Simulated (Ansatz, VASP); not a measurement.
InO in VASP and in Ansatz

The input POSCAR:

```
InO
1.0
    3.7202926898      0.0000000000      0.0000000000
   -1.8601463449      3.2218679788      0.0000000000
    0.0000000000      0.0000000000     13.6824700068
In O
2 2
Direct
    0.6666666667      0.3333333333      0.5900210000
    0.6666666667      0.3333333333      0.4099790000
    0.0000000000      0.0000000000      0.6398670000
    0.0000000000      0.0000000000      0.3601330000
```

INCAR.step1

```
ALGO = Normal
EDIFF = 1E-4
ENCUT = 520
GGA = PE
ISMEAR = 0
LASPH = True
LCHARG = False
LREAL = False
LWAVE = True
NBANDS = 27
NELM = 100
PREC = Accurate
SIGMA = 0.05
```

The input INCAR.step2:

```
ALGO = Normal
EDIFF = 1E-6
ENCUT = 520
ISIF = 2
ISMEAR = 0
ISTART = 1
LASPH = True
LCHARG = True
LELF = True
LMIXTAU = True
LREAL = False
LVHAR = True
LWAVE = False
METAGGA = R2SCAN
NBANDS = 27
NELM = 100
PREC = Accurate
SIGMA = 0.05
```

File KPOINTS:

```
k-points
0
Gamma
  12 12 2
```

Input for Ansatz:

```yaml
crystal:
  lattice:
    - [3.7202926898, 0.0, 0.0]
    - [-1.8601463449, 3.2218679788, 0.0]
    - [0.0, 0.0, 13.6824700068]
  atoms:
    - { symbol: In, position: [0.6666666667, 0.3333333333, 0.590021] }
    - { symbol: In, position: [0.6666666667, 0.3333333333, 0.409979] }
    - { symbol: O, position: [0.0, 0.0, 0.639867] }
    - { symbol: O, position: [0.0, 0.0, 0.360133] }
basis:
  ecutwfc: 500
kpoints:
  mp_grid: { grid: [12, 12, 2] }
hamiltonian:
  xc: r2scan
scf:
  occupations: { method: gaussian, width: 0.05 }
output:
  forces: true
  stress: true
  eigenvalues: true
  write_density: true
  write_potential: true
  elf: true
  volumetric_format: npy
```

Alike in both runs: task single point; functional r2SCAN; k mesh 12 × 12 × 2; occupations gaussian, width 0.05 eV; no spin polarisation.

|  | VASP | Ansatz |
| --- | --- | --- |
| version | VASP 6.6.1 | Ansatz 0.2.0 |
| potentials or method | VASP PAW PBE potentials, release 64 (In_d, O), cutoff 520 eV | scalar-relativistic, plane waves, PAW |
| valence electrons in the cell | 38 | 38 |

```csv
,VASP,Ansatz,Ansatz less VASP
gap on the k mesh at the Fermi level (eV),0.50,0.52,+0.012
least direct gap on the mesh (eV),1.10,1.10,+0.007
rms of the force components (eV/Å),1.553,1.555,+0.0025
```

VASP's potentials were made for PBE, not for r2SCAN. Atom by atom the forces differ by 0.016 eV/Å (rms over components). Ansatz's warnings: xc potential rough in thin density.
